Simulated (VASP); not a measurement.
A run of VASP 6.6.1:

File INCAR:

```
SYSTEM = Al5GaN6
  ALGO = Normal
  EDIFF = 1E-6
  ENCUT = 520
  GGA = PS
  ISIF = 2
  ISMEAR = 0
  LASPH = .TRUE.
  LCHARG = .FALSE.
  LREAL = .FALSE.
  LWAVE = .FALSE.
  NBANDS = 41
  NELM = 80
  PREC = Accurate
  SIGMA = 0.01
```

The input KPOINTS:

```
k-points
0
G
  4 4 1
  0 0 0
```

POSCAR

```
Al5GaN6
1.0
    3.1138160000      0.0000000000      0.0000000000
   -1.5569080000      2.6966440000      0.0000000000
    0.0000000000      0.0000000000     15.3182020000
Ga Al N
1 5 6
Direct
    0.6923950000      0.3381750000      0.1703240000
    0.6783420000      0.3465920000      0.5116130000
    0.6626440000      0.3300660000      0.8397760000
    0.3432610000      0.6683490000      0.3434050000
    0.3578020000      0.6787350000      0.6736190000
    0.3510800000      0.6726870000      0.0020740000
    0.3407330000      0.6669740000      0.1271510000
    0.3265890000      0.6476450000      0.4674160000
    0.3305660000      0.6454280000      0.7982360000
    0.6777930000      0.3390520000      0.2999120000
    0.6533510000      0.3234150000      0.6361910000
    0.6536610000      0.3160130000      0.9654530000
```

Potentials or basis: VASP PAW PBE potentials, release 64 (Ga_d, Al, N).

Launch:

```bash
$ cat potpaw_PBE.64/Ga_d/POTCAR potpaw_PBE.64/Al/POTCAR potpaw_PBE.64/N/POTCAR > POTCAR
$ mpirun -np 1 vasp_std > vasp.out
```

Hardware: 1 thread of Intel(R) Xeon(R) 6975P-C (Granite Rapids) (shared host).

Problem. Estimate the wall time of this run.

Solution. It took 31 s on 1 thread of Intel(R) Xeon(R) 6975P-C (Granite Rapids), on a shared host, peak memory 0.26 GiB. Counts: scf iterations 14, k points 10.
